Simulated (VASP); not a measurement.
The system is Rb.

```
Rb
1.0
     4.97566    0.00000    0.00000
    -2.48783    4.30905    0.00000
     0.00000    0.00000    8.12526
Rb
2
Direct
  0.33333 0.66667 0.25000
  0.66667 0.33333 0.75000
```

This isn't the form of Rb at room conditions, which is bcc.

| Property | Result |
| --- | --- |
| Program | VASP 6.6.1 |
| Task | relaxation of cell and atoms |
| Functional | revPBE |
| Potentials or basis | VASP PAW PBE potentials, release 64 (Rb_sv) |
| Cutoff | 600 eV |
| k mesh | 7 × 7 × 4 |
| Occupations | fermi-dirac, width 0.1 eV |
| Spin | no spin polarisation |

At the start: pressure 0.4 GPa; volume 87.10 Å³/atom.

Q: Where does the relaxation end?

A: Over 6 steps the energy falls by 14.5 meV/atom and the volume is 99.76 Å³/atom (+14.5 %); space group P6_3/mmc (No. 194, to 0.1 Å) before and after.

The path:
```csv
step,energy change (eV),largest force (eV/Å),pressure (GPa),volume (Å³)
1,0.0000,0.0000,0.41,174.21
2,-0.0124,0.0000,0.27,179.87
3,-0.0229,0.0000,0.17,187.19
4,-0.0288,0.0000,-0.04,202.41
5,-0.0290,0.0000,0.01,199.00
6,-0.0291,0.0000,0.00,199.52
```

Final structure:
```
Rb
1.0
     5.19418    0.00000    0.00000
    -2.59709    4.49829    0.00000
     0.00000    0.00000    8.53942
Rb
2
Direct
  0.33333 0.66667 0.25000
  0.66667 0.33333 0.75000
```

Caveat: the PAW data sets were made with another functional, which shifts forces and pressure a little.
